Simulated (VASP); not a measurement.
# P (P6_3/mmc) in VASP: further runs, part 2 of 2

VASP 6.6.1.

### 4 Relaxation of cell and atoms, r2SCAN

This run uses another cell than the first one, of 14.71 Å³/atom.

POSCAR reads:

```
P
1.0
    2.7500000000      0.0000000000      0.0000000000
   -1.3750000000      2.3815698604      0.0000000000
    0.0000000000      0.0000000000      4.4907500000
P
2
Direct
    0.3333333333      0.6666666667      0.2500000000
    0.6666666667      0.3333333333      0.7500000000
```

INCAR.step1 reads:

```
SYSTEM = P
PREC = Accurate
ENCUT = 600
ISMEAR = 0
SIGMA = 0.02
LREAL = .FALSE.
LASPH = .TRUE.
NELM = 60
GGA = PE
ALGO = Normal
EDIFF = 1E-4
LWAVE = .TRUE.
LCHARG = .FALSE.
```

INCAR.step2 reads:

```
SYSTEM = P
PREC = Accurate
ENCUT = 600
EDIFF = 1E-6
ISMEAR = 0
SIGMA = 0.02
LREAL = .FALSE.
LASPH = .TRUE.
NELM = 60
ALGO = Normal
ISIF = 3
LWAVE = .FALSE.
LCHARG = .FALSE.
METAGGA = R2SCAN
LMIXTAU = .TRUE.
IBRION = 2
NSW = 50
EDIFFG = -0.02
ISTART = 1
```

KPOINTS reads:

```
Automatic mesh
0
G
  8 8 5
  0 0 0
```

Potentials or basis: VASP PAW PBE potentials, release 64 (P).

Command:

```
$ cat potpaw_PBE.64/P/POTCAR > POTCAR
$ cp INCAR.step1 INCAR
$ mpirun -np 1 vasp_std > vasp.out
$ cp INCAR.step2 INCAR
$ mpirun -np 1 vasp_std > vasp.out
```

OUTCAR:

```text
SYSTEM = P
   PREC = Accurate
   ENCUT = 600
   EDIFF = 1E-6
   ISMEAR = 0
   LREAL = .FALSE.
   LASPH = .TRUE.
   NELM = 60
   ISIF = 3
   METAGGA = R2SCAN
   IBRION = 2
   NSW = 50
   EDIFFG = -0.02
   ISTART = 1

 ion  position               nearest neighbor table
   1  0.333  0.667  0.250-   2 2.75   2 2.75   2 2.75   2 2.75   2 2.75   2 2.75
   2  0.667  0.333  0.750-   1 2.75   1 2.75   1 2.75   1 2.75   1 2.75   1 2.75

  LATTYP: Found a hexagonal cell.
 ALAT       =     2.7500000000
 C/A-ratio  =     1.6330000000

  Lattice vectors:

 A1 = (   2.7500000000,   0.0000000000,   0.0000000000)
 A2 = (  -1.3750000000,   2.3815698604,   0.0000000000)
 A3 = (   0.0000000000,   0.0000000000,   4.4907500000)

Analysis of symmetry for initial positions (statically):
=====================================================================
 Subroutine PRICEL returns:
 Original cell was already a primitive cell.

 Routine SETGRP: Setting up the symmetry group for a
 hexagonal supercell.

 Subroutine GETGRP returns: Found 24 space group operations
 (whereof 12 operations were pure point group operations)
 out of a pool of 24 trial point group operations.

The static configuration has the point symmetry D_3d.
 The point group associated with its full space group is D_6h.

Analysis of symmetry for dynamics (positions and initial velocities):
=====================================================================
[... 272 lines left out ...]
 Fermi energy:        10.8841889517

 k-point     1 :       0.0000    0.0000    0.0000
  band No.  band energies     occupation
      1      -7.5285      2.00000
      2       5.5120      2.00000
      3       7.5305      2.00000
      4       8.9450      2.00000
      5       8.9450      2.00000
      6      13.2583      0.00000
      7      13.2583      0.00000
      8      13.9437      0.00000
      9      20.3731      0.00000
[... 265 lines left out ...]
 k-point    24 :       0.3750    0.0000    0.4000
  band No.  band energies     occupation
      1      -2.6857      2.00000
      2       0.0114      2.00000
      3       2.7962      2.00000
      4       5.4258      2.00000
      5       8.6174      2.00000
      6      11.2799      0.00000
      7      12.7339      0.00000
      8      15.2858      0.00000
      9      22.1932      0.00000

 [... further k-points ...]

[... ionic steps 4 to 17 ...]

--------------------------------------- Ionic step       18  -------------------------------------------

 number of electron       9.9999998 magnetization

------------------------ aborting loop because EDIFF is reached ----------------------------------------
[... 67 lines left out ...]
--------------------------------------- Ionic step       20  -------------------------------------------

 number of electron       9.9999998 magnetization

 Free energy of the ion-electron system (eV)
  ---------------------------------------------------
  ext. energy  EPLUGINS =         0.00000000
  ---------------------------------------------------
  free energy    TOTEN  =       -16.95248703 eV

  energy without entropy =      -16.95210009  energy(sigma->0) =      -16.95229356

 E-fermi :   9.3435     XC(G=0): -11.7874

 val. band max:        9.3373766049   @ k =   0.3750   0.1250   0.0000
 cond. band min:       9.3840871067   @ k =   0.0000   0.0000   0.2000
 fundamental gap:      0.0467105018
 Fermi energy:         9.3434548384

 k-point     1 :       0.0000    0.0000    0.0000
  band No.  band energies     occupation
      1      -7.8491      2.00000
      2       4.8630      2.00000
      3       5.9286      2.00000
      4       7.5771      2.00000
      5       7.5771      2.00000
      6      11.8318      0.00000
      7      11.8318      0.00000
      8      12.6966      0.00000
      9      18.1254      0.00000
[... 305 lines left out ...]
  FREE ENERGIE OF THE ION-ELECTRON SYSTEM (eV)
  ---------------------------------------------------
  free  energy   TOTEN  =       -16.9524870327 eV

  energy  without entropy=      -16.9521000852  energy(sigma->0) =      -16.95229356

 reached required accuracy - stopping structural energy minimisation
```

Wall time 3.1 min (1 thread of Intel Xeon 6975P-C (Granite Rapids), shared host); peak memory 0.16 GiB.

Results:

- Free energy: -16.9525 eV
- Relaxed volume: 14.92 Å³/atom
- Relaxed cell: a = 3.259 Å, b = 3.259 Å, c = 3.243 Å, α = 90.00°, β = 90.00°, γ = 120.00°
- Space group after relaxing (to 0.1 Å): P6_3/mmc (No. 194)
- Pressure after relaxing: 0.0 GPa
- Band gap on the k mesh: zero (bands 5 and 6 overlap by 4.44 eV)

Final structure:
```yaml
crystal:
  lattice:
    - [3.25931, 0.00000, 0.00000]
    - [-1.62966, 2.82265, 0.00000]
    - [0.00000, 0.00000, 3.24268]
  atoms:
    - { symbol: P, position: [0.33333, 0.66667, 0.25000] }
    - { symbol: P, position: [0.66667, 0.33333, 0.75000] }
```

Levels at points of the mesh, in eV from the Fermi level:
| k point | band 1 | band 2 | band 3 | band 4 | band 5 | band 6 | band 7 | band 8 | band 9 |
| --- | --- | --- | --- | --- | --- | --- | --- | --- | --- |
| (0.00, 0.00, 0.00) | -17.19 | -4.48 | -3.41 | -1.77 | -1.77 | 2.49 | 2.49 | 3.35 | 8.78 |
| (0.50, 0.00, 0.00) | -13.80 | -11.53 | -4.22 | -1.56 | -1.48 | 1.03 | 2.95 | 3.47 | 6.95 |

Caveat: a cell axis changed by over 15 % at a fixed basis, so the end point is rough; the PAW data sets were made with another functional, which shifts forces and pressure a little.

### 5 Relaxation of cell and atoms, r2SCAN

POSCAR reads:

```
P
1.0
    3.2617279678      0.0000000000      0.0000000000
   -1.6308639839      2.8247392804      0.0000000000
    0.0000000000      0.0000000000      3.2460190386
P
2
Direct
    0.3333333333      0.6666666667      0.2500000000
    0.6666666667      0.3333333333      0.7500000000
```

INCAR.step1 reads:

```
SYSTEM = P
PREC = Accurate ; ENCUT = 600
ISMEAR = 0 ; SIGMA = 0.02
LREAL = .FALSE. ; LASPH = .TRUE.
NELM = 60 ; GGA = PE
ALGO = Normal ; EDIFF = 1E-4
LWAVE = .TRUE. ; LCHARG = .FALSE.
```

INCAR.step2 reads:

```
SYSTEM = P
PREC = Accurate ; ENCUT = 600
EDIFF = 1E-6 ; ISMEAR = 0
SIGMA = 0.02 ; LREAL = .FALSE.
LASPH = .TRUE. ; NELM = 60
ALGO = Normal ; ISIF = 3
LWAVE = .FALSE. ; LCHARG = .FALSE.
METAGGA = R2SCAN ; LMIXTAU = .TRUE.
IBRION = 2 ; NSW = 50
EDIFFG = -0.02 ; ISTART = 1
```

KPOINTS reads:

```
Automatic mesh
0
G
  7 7 6
  0 0 0
```

Command:

```
$ cat potpaw_PBE.64/P/POTCAR > POTCAR
$ cp INCAR.step1 INCAR
$ mpirun -np 1 vasp_std > vasp.out
$ cp INCAR.step2 INCAR
$ mpirun -np 1 vasp_std > vasp.out
```

It took 2.1 min on 1 thread of Intel Xeon 6975P-C (Granite Rapids), shared host; peak memory 0.15 GiB.

Results (log left out):

- Free energy: -16.9304 eV
- Relaxed volume: 14.90 Å³/atom
- Relaxed cell: a = 3.285 Å, b = 3.285 Å, c = 3.187 Å, α = 90.00°, β = 90.00°, γ = 120.00°
- Space group after relaxing (to 0.1 Å): P6_3/mmc (No. 194)
- Energy gained by relaxing: 3.7 meV/atom
- Ionic steps: 11
- Pressure after relaxing: 0.0 GPa
- Band gap on the k mesh: zero (bands 5 and 6 overlap by 5.61 eV)

The path:
```
step  energy change (eV)  largest force (eV/Å)  pressure (GPa)  volume (Å³)
   1              0.0000                0.0000            0.76        29.91
   2             -0.0060                0.0000           -0.42        30.21
   3             -0.0060                0.0000           -0.89        30.36
   4             -0.0065                0.0000           -0.75        30.28
   5             -0.0065                0.0000           -0.78        30.29
   6             -0.0067                0.0000           -0.62        30.01
   7             -0.0067                0.0000           -0.61        30.03
   8             -0.0073                0.0000            0.32        29.71
   9             -0.0074                0.0000            0.10        29.77
  10             -0.0074                0.0000           -0.09        29.81
  11             -0.0075                0.0000            0.00        29.79
```

Final structure:
```cif
data_structure
_symmetry_space_group_name_H-M 'P 1'
_symmetry_Int_Tables_number 1
_cell_length_a 3.2854
_cell_length_b 3.2854
_cell_length_c 3.1871
_cell_angle_alpha 90.000
_cell_angle_beta 90.000
_cell_angle_gamma 120.000
_cell_volume 29.79
loop_
_atom_site_label
_atom_site_type_symbol
_atom_site_fract_x
_atom_site_fract_y
_atom_site_fract_z
_atom_site_occupancy
P1 P 0.33333 0.66667 0.25000 1
P2 P 0.66667 0.33333 0.75000 1
```

Levels at points of the mesh, in eV from the Fermi level:
```csv
k point,band 1,band 2,band 3,band 4,band 5,band 6,band 7,band 8,band 9
"(0.00, 0.00, 0.00)",-17.28,-4.18,-3.18,-2.09,-2.09,2.26,2.26,3.10,8.75
"(0.00, 0.00, 0.50)",-13.66,-13.66,0.91,0.91,0.91,0.91,3.42,3.42,7.45
```

Caveat: the PAW data sets were made with another functional, which shifts forces and pressure a little.

### 6 The runs side by side

| task | cell | k mesh | cutoff (eV) | gap on the mesh (eV) | pressure (GPa) | relaxed volume (Å³/atom) |
| --- | --- | --- | --- | --- | --- | --- |
| single point | a = 3.262, b = 3.262, c = 3.246 Å, angles 90.0, 90.0, 120.0°, 2 atoms | 8 × 8 × 5 | 520 | none | -0.3 | - |
| single point | a = 3.288, b = 3.288, c = 3.191 Å, angles 90.0, 90.0, 120.0°, 2 atoms | 7 × 7 × 6 | 520 | none | -0.3 | - |
| relaxation of cell and atoms | relaxed from a = 2.750, b = 2.750, c = 4.491 Å, angles 90.0, 90.0, 120.0°, 2 atoms | 8 × 8 × 5 | 600 | none | 0.0 | 14.92 |
| relaxation of cell and atoms | relaxed from a = 3.262, b = 3.262, c = 3.246 Å, angles 90.0, 90.0, 120.0°, 2 atoms | 7 × 7 × 6 | 600 | none | 0.0 | 14.90 |

Alike in all rows: level r2SCAN; potentials or basis VASP PAW PBE potentials, release 64 (P); no spin polarisation; smearing gaussian 0.02 eV.

Caveats: some runs use coarse meshes; the PAW data sets were made with another functional, which shifts forces and pressure a little; a cell axis changed by over 15 % at a fixed basis, so the end point is rough (at least some runs).

Total energies depend on the potentials used, so only differences within one code and one set of settings carry meaning.
